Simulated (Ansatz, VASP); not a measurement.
## One calculation of BiTe, two programs

```
Bi Te
1.0
     2.48328    1.43372    3.23436
    -2.48328    1.43372    3.23436
     0.00000   -2.86744    3.23436
Bi Te
1 1
Direct
  0.50000 0.50000 0.50000
  0.00000 0.00000 0.00000
```

Change from the starting cell: strain +0.025 along x and y, -0.025 along z, atoms carried along.

Alike in both runs: task single point; functional PBE; k mesh 12 × 12 × 12; occupations gaussian, width 0.15 eV; no spin polarisation.

```csv
,VASP,Ansatz
version,VASP 6.6.1,Ansatz 0.2.0
potentials or method,"VASP PAW PBE potentials, release 64 (Bi_d, Te), cutoff 520 eV","scalar-relativistic, plane waves, PAW"
valence electrons in the cell,21,31
```

|  | VASP | Ansatz | Ansatz less VASP |
| --- | --- | --- | --- |
| gap on the k mesh at the Fermi level (eV) | none | none | - |
| pressure (GPa) | -1.7 | -1.6 | +0.06 |
| traceless stress, the component that is largest in VASP (GPa) | 1.00 | 1.00 | -0.001 |

A gap of «none» marks a metal or a gap that the smearing closes. VASP's potentials hold 21 valence electrons a cell and Ansatz's 31, so a difference there can come from the potentials and not from the codes.

Spin-orbit coupling is off throughout.
